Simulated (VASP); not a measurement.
# F (C2/m) in VASP: further runs, part 2 of 2

VASP 6.6.1. Earlier steps stand in the parts before.

## 6. Single point, PBEsol

File INCAR:

```
SYSTEM = F
ALGO = Normal
EDIFF = 1E-6
ENCUT = 520
GGA = PS
ISIF = 2
ISMEAR = 0
LASPH = .TRUE.
LCHARG = .FALSE.
LREAL = .FALSE.
LWAVE = .FALSE.
NBANDS = 22
NELM = 80
PREC = Accurate
SIGMA = 0.05
```

File KPOINTS:

```
k-points
0
G
  4 4 2
  0 0 0
```

File POSCAR:

```
F
1.0
    3.0111171686     -1.7305922359     -0.2322433325
    3.0111171686      1.7305922359     -0.2322433325
   -2.2641300902      0.0000000000      6.9305478688
F
4
Direct
    0.0848459664      0.0848459664      0.0780195948
    0.9151540336      0.9151540336      0.9219804052
    0.5015719855      0.5015719855      0.5937195244
    0.4984280145      0.4984280145      0.4062804756
```

Potentials or basis: VASP PAW PBE potentials, release 64 (F).

Run with:

```console
$ cat potpaw_PBE.64/F/POTCAR > POTCAR
$ mpirun -np 1 vasp_std > vasp.out
```

OUTCAR:

```text
SYSTEM = F
   EDIFF = 1E-6
   ENCUT = 520
   GGA = PS
   ISIF = 2
   ISMEAR = 0
   LASPH = .TRUE.
   LREAL = .FALSE.
   NELM = 80
   PREC = Accurate

 ion  position               nearest neighbor table
   1  0.085  0.085  0.078-   2 1.21
   2  0.915  0.915  0.922-   1 1.21
   3  0.502  0.502  0.594-   4 1.36
   4  0.498  0.498  0.406-   3 1.36

  LATTYP: Found a base centered monoclinic cell.
 ALAT       =     6.0401203857
 B/A-ratio  =     0.5730323654
 C/A-ratio  =     1.2070962569
 COS(beta)  =    -0.3827161857

  Lattice vectors:

 A1 = (   3.0111171686,  -1.7305922359,  -0.2322433325)
 A2 = (   3.0111171686,   1.7305922359,  -0.2322433325)
 A3 = (  -2.2641300902,   0.0000000000,   6.9305478688)

Analysis of symmetry for initial positions (statically):
=====================================================================
 Subroutine PRICEL returns:
 Original cell was already a primitive cell.

 Routine SETGRP: Setting up the symmetry group for a
 base centered monoclinic supercell.

 Subroutine GETGRP returns: Found  4 space group operations
 (whereof  4 operations were pure point group operations)
 out of a pool of  4 trial point group operations.

The static configuration has the point symmetry C_2h.

Analysis of symmetry for dynamics (positions and initial velocities):
=====================================================================
 Subroutine PRICEL returns:
 Original cell was already a primitive cell.

 Routine SETGRP: Setting up the symmetry group for a
 base centered monoclinic supercell.

 Subroutine GETGRP returns: Found  4 space group operations
 (whereof  4 operations were pure point group operations)
 out of a pool of  4 trial point group operations.

The dynamic configuration has the point symmetry C_2h.
[... 106 lines left out ...]
   EFERMI =   0.00;   METHOD = LEGACY
   ISMEAR =     0;   SIGMA  =   0.05  broadening in eV -4-tet -1-fermi 0-gaus
   EFERMI_NEDOS =   21; number of points for ismear=-14 and -15
   IALGO  =     38    algorithm
   IMIX   =      4    mixing-type and parameters
     AMIX     =   0.40;   BMIX     =  1.00
     AMIX_MAG =   1.60;   BMIX_MAG =  1.00
  volume/ion in A,a.u.               =      17.60       118.79
  Fermi-wavevector in a.u.,A,eV,Ry     =   1.203876  2.274997 19.719174  1.449318
  Thomas-Fermi vector in A             =   2.339617
   LORBIT       =      0    0 simple, 1 ext, 2 COOP (PROOUT), +10 PAW based schemes
   GGA     = PS    functional components
   LHFCALC =     F    Hartree Fock is set to
   AEXX    =    0.0000 exact exchange contribution
   IVDW    =     0    specifies the selected vdW correction
   LEPSILON=     F    determine dielectric tensor
   LRPA    =     F    only Hartree local field effects (RPA)
 non-spin polarized calculation
 Gauss-broadening in eV      SIGMA  =   0.05
  energy-cutoff  :      520.00
  volume of cell :       70.41
 maximum number of plane-waves:      1924
 NGX is ok and might be reduce to    28
   NGX = 13   NGY = 13   NGZ = 27

 number of electron      27.9999990 magnetization

 Free energy of the ion-electron system (eV)
  ---------------------------------------------------
  ext. energy  EPLUGINS =         0.00000000
  ---------------------------------------------------
  free energy    TOTEN  =        -6.48319226 eV

  energy without entropy =       -6.48319226  energy(sigma->0) =       -6.48319226

 E-fermi :  -4.2473     XC(G=0):  -7.0393

 val. band max:       -4.5126193290   @ k =   0.5000   0.5000   0.0000
 cond. band min:      -1.3374347704   @ k =   0.0000   0.0000   0.0000
 fundamental gap:      3.1751845585
 Fermi energy:        -4.2472694079

 k-point     1 :       0.0000    0.0000    0.0000
  band No.  band energies     occupation
      1     -34.3204      2.00000
      2     -31.0477      2.00000
      3     -23.4878      2.00000
      4     -22.2275      2.00000
      5     -12.7911      2.00000
      6     -11.8303      2.00000
[... 339 lines left out ...]
     21       9.6410      0.00000
     22      10.0832      0.00000

------------------------ aborting loop because EDIFF is reached ----------------------------------------

  FORCE on cell =-STRESS in cart. coord.  units (eV):
  Direction    XX          YY          ZZ          XY          YZ          ZX
  --------------------------------------------------------------------------------------
  -------------------------------------------------------------------------------------
  Total        5.7582821     -0.2180172     15.3958002      0.0000000      0.0000000      7.6664934
  in kB      131.0287837     -4.9609461    350.3289586      0.0000000      0.0000000    174.4498246
  external PRESSURE =     158.7989321 kB  Pullay stress =       0.0000000 kB

 VOLUME and BASIS-vectors are now :
 -----------------------------------------------------------------------------
  energy-cutoff  :      520.00
  volume of cell :       70.41
      direct lattice vectors                 reciprocal lattice vectors
     3.011117169 -1.730592236 -0.232243333     0.170343477 -0.288918435  0.055649250
     3.011117169  1.730592236 -0.232243333     0.170343477  0.288918435  0.055649250
    -2.264130090  0.000000000  6.930547869     0.011416453  0.000000000  0.148018361

 POSITION                                       TOTAL-FORCE (eV/Angst)
 -----------------------------------------------------------------------------------
      0.33432      0.00000      0.50131         8.395617      0.000000     12.674420
      3.42379      0.00000      5.96475        -8.395617      0.000000    -12.674420
      1.67633      0.00000      3.88183        -0.699546      0.000000      2.106242
      2.08178      0.00000      2.58423         0.699546      0.000000     -2.106242
 -----------------------------------------------------------------------------------
    total drift:                                0.000000      0.000000     -0.000000

  FREE ENERGIE OF THE ION-ELECTRON SYSTEM (eV)
  ---------------------------------------------------
  free  energy   TOTEN  =        -6.4831922603 eV

  energy  without entropy=       -6.4831922603  energy(sigma->0) =       -6.48319226
```

OSZICAR:

```text
N       E                     dE             d eps       ncg     rms          rms(c)
DAV:   1     0.185891477736E+03    0.18589E+03   -0.15226E+04   616   0.117E+03
DAV:   2     0.644343955185E+00   -0.18525E+03   -0.17835E+03   868   0.287E+02
DAV:   3    -0.841278724219E+01   -0.90571E+01   -0.90157E+01   726   0.634E+01
DAV:   4    -0.847056280389E+01   -0.57776E-01   -0.57774E-01   668   0.573E+00
DAV:   5    -0.847090425430E+01   -0.34145E-03   -0.34145E-03   756   0.424E-01    0.114E+01
DAV:   6    -0.697830015857E+01    0.14926E+01   -0.65267E-01   628   0.832E+00    0.637E+00
DAV:   7    -0.648422960762E+01    0.49407E+00   -0.82572E-01   646   0.883E+00    0.867E-01
DAV:   8    -0.648304327828E+01    0.11863E-02   -0.10045E-01   676   0.217E+00    0.168E-01
DAV:   9    -0.648315583333E+01   -0.11256E-03   -0.11526E-03   700   0.271E-01    0.744E-02
DAV:  10    -0.648319851098E+01   -0.42678E-04   -0.21040E-04   674   0.128E-01    0.272E-02
DAV:  11    -0.648319467487E+01    0.38361E-05   -0.42045E-05   666   0.620E-02    0.130E-02
DAV:  12    -0.648319264612E+01    0.20288E-05   -0.61339E-06   682   0.204E-02    0.723E-03
DAV:  13    -0.648319226030E+01    0.38581E-06   -0.27392E-06   662   0.141E-02
   1 F= -.64831923E+01 E0= -.64831923E+01  d E =-.524116E-15
```

stdout:

```text
POSCAR found type information on POSCAR F
 POSCAR found :  1 types and       4 ions
 scaLAPACK will be used
 -----------------------------------------------------------------------------
|                                                                             |
|                                                                             |
|     You enforced a specific xc type in the INCAR file but a different       |
|     I HOPE YOU KNOW WHAT YOU ARE DOING!                                     |
|                                                                             |
 -----------------------------------------------------------------------------

 LDA part: xc-table for (Slater+PW92), standard interpolation
 POSCAR, INCAR and KPOINTS ok, starting setup
 FFT: planning ... GRIDC
 FFT: planning ... GRID_SOFT
 FFT: planning ... GRID
 WAVECAR not read
 entering main loop
```

Wall time 10 s (1 thread of Intel Xeon Platinum 8559C (Emerald Rapids), shared host); peak memory 0.17 GiB.

Results:

| Quantity | Value |
| --- | --- |
| Free energy | -6.4832 eV |
| Pressure | 15.9 GPa |
| Largest force | 15.203 eV/Å |
| Band gap on the k mesh | 3.18 eV, indirect (least direct gap 3.24 eV) |

Forces on the atoms (eV/Å):
```
F     8.396   0.000  12.674
F    -8.396   0.000 -12.674
F    -0.700   0.000   2.106
F     0.700   0.000  -2.106
```

Levels at points of the mesh, in eV from the valence-band top:
```csv
k point,band 11,band 12,band 13,band 14,band 15,band 16,band 17,band 18
"(0.00, 0.00, 0.00)",-0.91,-0.80,-0.23,-0.06,3.18,6.95,7.85,10.40
"(0.50, 0.00, 0.00)",-1.03,-0.92,-0.29,-0.13,3.33,7.06,11.85,11.86
"(0.50, 0.50, 0.00)",-0.96,-0.83,-0.11,0.00,3.29,6.99,12.10,12.28
"(0.00, 0.00, 0.50)",-0.92,-0.80,-0.24,-0.06,3.21,6.62,8.77,9.17
"(0.50, 0.00, 0.50)",-1.07,-0.90,-0.28,-0.09,3.29,7.10,11.62,12.63
"(0.50, 0.50, 0.50)",-1.00,-0.81,-0.14,-0.02,3.31,7.01,11.84,11.88
```

Caveat: the k points lie up to 0.53 Å⁻¹ apart; the standard files for N, O and F lose accuracy on very short bonds; the PAW data sets were made with another functional, which shifts forces and pressure a little.
